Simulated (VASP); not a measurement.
Write the native input for VASP 6.6.1 that does the following.

| Property | Result |
| --- | --- |
| Task | relaxation of cell and atoms |
| Functional | PBE |
| Potentials or basis | VASP PAW PBE potentials, release 64 (S) |
| Cutoff | 600 eV |
| k mesh | 26 × 26 × 26 |
| Occupations | gaussian, width 0.1 eV |
| Spin | no spin polarisation |
| Dipole correction | no |
| Further INCAR settings | ALGO = Normal; EDIFF = 1e-06; IBRION = 2; EDIFFG = -0.01; NSW = 100; ISIF = 3 |

The structure of S lies in POSCAR:

```
S
1.0
    0.0000000000      2.4783623472      4.4964024120
    1.1380390591      0.0000000000      4.4964024120
    1.1380390591      2.4783623472      0.0000000000
S
1
Direct
    0.5000000000      0.5000000000      0.5000000000
```

The cell was built from a structure type or drawn by symmetry, and may not be a known phase.

The input as run:

INCAR

```
SYSTEM = S
PREC = Accurate
ENCUT = 600
EDIFF = 1E-6
ISMEAR = 0
SIGMA = 0.1
LREAL = .FALSE.
LASPH = .TRUE.
NELM = 80
ALGO = Normal
ISIF = 3
LWAVE = .FALSE.
LCHARG = .FALSE.
GGA = PE
IBRION = 2
NSW = 100
EDIFFG = -0.01
```

KPOINTS

```
regular mesh
0
G
  26 26 26
  0 0 0
```

Potentials or basis: VASP PAW PBE potentials, release 64 (S).

Run with:

```sh
$ cat potpaw_PBE.64/S/POTCAR > POTCAR
$ mpirun -np 1 vasp_std > vasp.out
```

It gave:

| Item | Value |
| --- | --- |
| Relaxed volume | 33.59 Å³/atom |
| Relaxed cell | a = 5.666 Å, b = 4.249 Å, c = 4.030 Å, α = 86.32°, β = 48.45°, γ = 45.22° |
| Space group after relaxing (to 0.1 Å) | Fmmm (No. 69) |
| Energy gained by relaxing | 249.9 meV/atom |
| Ionic steps | 38 |
| Pressure after relaxing | 0.0 GPa |
| Band gap on the k mesh | zero (bands 3 and 4 overlap by 2.76 eV) |

Caveat: the volume moved by over 15 % at a fixed basis, so the end points are rough.

It took 110 min on 1 thread of Intel(R) Xeon(R) 6975P-C (Granite Rapids), with other jobs on the host, peak memory 0.63 GiB.
